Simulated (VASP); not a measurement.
Input of a VASP 6.6.1 run:

Contents of POSCAR:

```
As
1.0
    3.5749013640      0.0000000000      0.0000000000
   -1.7874506820      3.0959553972      0.0000000000
    0.0000000000      0.0000000000     26.4156438000
As
2
Direct
    0.3333333333      0.6666666667      0.3206195636
    0.6666666667      0.3333333333      0.3724478490
```

The input INCAR.step1:

```
PREC = Accurate
ENCUT = 520
ISMEAR = 0
SIGMA = 0.01
LREAL = F
LASPH = T
NELM = 100
LDIPOL = T
IDIPOL = 3
DIPOL = 0.5 0.5 0.347
NBANDS = 12
GGA = PE
ALGO = Normal
EDIFF = 1E-4
LWAVE = T
LCHARG = F
```

INCAR.step2

```
PREC = Accurate
ENCUT = 520
EDIFF = 1E-6
ISMEAR = 0
SIGMA = 0.01
LREAL = F
LASPH = T
NELM = 100
ALGO = Normal
ISIF = 2
LWAVE = F
LCHARG = F
LDIPOL = T
IDIPOL = 3
DIPOL = 0.5 0.5 0.347
METAGGA = R2SCAN
LMIXTAU = T
NBANDS = 12
ISTART = 1
```

Contents of KPOINTS:

```
regular mesh
0
Gamma
  12 12 1
```

Potentials or basis: VASP PAW PBE potentials, release 64 (As).

Run with:

```sh
$ cat potpaw_PBE.64/As/POTCAR > POTCAR
$ cp INCAR.step1 INCAR
$ mpirun -np 1 vasp_std > vasp.out
$ cp INCAR.step2 INCAR
$ mpirun -np 1 vasp_std > vasp.out
```

Question: Predict the largest force.

Answer: 0.063 eV/Å.

Question: Predict the band gap on the k mesh.

Answer: 1.99 eV, indirect (least direct gap 2.43 eV).

Forces in eV/Å, atoms in the order of the input:
```
As   0.000  0.000 -0.063
As   0.000  0.000  0.063
```

Caveat: the PAW data sets were made with another functional, which shifts forces and pressure a little.
